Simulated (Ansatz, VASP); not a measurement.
Two plane-wave programs on MgO

```
Mg O
1.0
     3.52132    0.00000    0.00000
     1.76066   -3.04955   -4.23938
     1.76066    3.04955   -4.23938
Mg O
4 4
Direct
  0.87068 0.46265 0.79598
  0.38211 0.95122 0.28456
  0.12640 0.55068 0.19652
  0.62640 0.02986 0.71735
  0.62288 0.70521 0.04904
  0.12288 0.21570 0.53854
  0.37350 0.29317 0.95984
  0.87226 0.79441 0.46107
```

Change from the starting cell: mode 12 frozen in at -0.018 Å and mode 21 at -0.064 Å (largest displacements).

Alike in both runs: task single point; functional PBE; k mesh 8 × 8 × 8; occupations gaussian, width 0.05 eV; no spin polarisation.

|  | VASP | Ansatz |
| --- | --- | --- |
| version | VASP 6.6.1 | Ansatz 0.2.0 |
| potentials or method | VASP PAW PBE potentials, release 64 (Mg, O), cutoff 520 eV | scalar-relativistic, plane waves, PAW |
| valence electrons in the cell | 32 | 64 |

|  | VASP | Ansatz | Ansatz less VASP |
| --- | --- | --- | --- |
| gap on the k mesh at the Fermi level (eV) | 3.06 | 3.08 | +0.026 |
| least direct gap on the mesh (eV) | 3.06 | 3.08 | +0.026 |
| pressure (GPa) | -0.2 | 0.3 | +0.57 |
| traceless stress, the component that is largest in VASP (GPa) | -0.42 | -0.47 | -0.048 |
| rms of the force components (eV/Å) | 0.517 | 0.511 | -0.0059 |

Atom by atom the forces differ by 0.006 eV/Å (rms over components). The functional is the same, so the differences come from potentials, cutoffs and numerics. VASP's potentials hold 32 valence electrons a cell and Ansatz's 64, so a difference there can come from the potentials and not from the codes.
